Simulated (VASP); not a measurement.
The system is Cu2Pt.

```
Cu Pt
1.0
     0.00000    3.45166    3.45166
     3.45166    0.00000    3.45166
     3.45166    3.45166    0.00000
Cu Pt
4 2
Direct
  0.62500 0.62500 0.62500
  0.12500 0.62500 0.62500
  0.62500 0.62500 0.12500
  0.62500 0.12500 0.62500
  0.00000 0.00000 0.00000
  0.25000 0.25000 0.25000
```

```yaml
Program: VASP 6.6.1
Task: relaxation of cell and atoms
Functional: PBE
Potentials_or_basis: VASP PAW PBE potentials, release 64 (Cu, Pt)
Cutoff: 600 eV
k_mesh: 4 × 4 × 4
Occupations: gaussian, width 0.1 eV
Spin: no spin polarisation
```

At the start: pressure -7.4 GPa; volume 13.71 Å³/atom.

Problem. Where does the relaxation end?

Solution. Over 3 steps the energy falls by 15.7 meV/atom and the volume is 13.07 Å³/atom (-4.7 %); space group Fd-3m (No. 227, to 0.05 Å).

The path:
```tsv
step	energy change (eV)	largest force (eV/Å)	pressure (GPa)	volume (Å³)
1	0.0000	0.0000	-7.38	82.25
2	-0.0030	0.0000	8.90	74.95
3	-0.0941	0.0000	-0.06	78.41
```

Final structure:
```yaml
crystal:
  lattice:
    - [0.00000, 3.39717, 3.39717]
    - [3.39717, 0.00000, 3.39717]
    - [3.39717, 3.39717, 0.00000]
  atoms:
    - { symbol: Cu, position: [0.62500, 0.62500, 0.62500] }
    - { symbol: Cu, position: [0.12500, 0.62500, 0.62500] }
    - { symbol: Cu, position: [0.62500, 0.62500, 0.12500] }
    - { symbol: Cu, position: [0.62500, 0.12500, 0.62500] }
    - { symbol: Pt, position: [0.00000, 0.00000, 0.00000] }
    - { symbol: Pt, position: [0.25000, 0.25000, 0.25000] }
```

Caveat: the k points lie up to 0.40 Å⁻¹ apart in the final cell.
